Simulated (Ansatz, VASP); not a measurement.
Two plane-wave programs on HfO2

```
CELL_PARAMETERS angstrom
0.00000 2.59317 2.59317
2.59317 0.00000 2.59317
2.59317 2.59317 0.00000
ATOMIC_POSITIONS crystal
Hf 0.00000 0.00000 0.00000
O 0.25000 0.25000 0.25000
O 0.75000 0.75000 0.75000
```

Change from the starting cell: hydrostatic strain +2.5%.

Alike in both runs: task single point; functional r2SCAN; k mesh 8 × 8 × 8; no spin polarisation.

|  | VASP | Ansatz |
| --- | --- | --- |
| version | VASP 6.6.1 | Ansatz 0.2.0 |
| potentials or method | VASP PAW PBE potentials, release 64 (Hf_pv, O) | plane waves, PAW |
| plane-wave cutoff (eV) | 520 | 500 |
| occupations | gaussian, width 0.01 eV | fixed |
| valence electrons in the cell | 22 | 38 |

|  | VASP | Ansatz | Ansatz less VASP |
| --- | --- | --- | --- |
| gap on the k mesh at the Fermi level (eV) | 4.09 | 4.10 | +0.007 |
| pressure (GPa) | -20.6 | -17.3 | +3.25 |

VASP's potentials were made for PBE, not for r2SCAN. VASP's potentials hold 22 valence electrons a cell and Ansatz's 38, so a difference there can come from the potentials and not from the codes.

Neither program's run includes spin-orbit coupling.
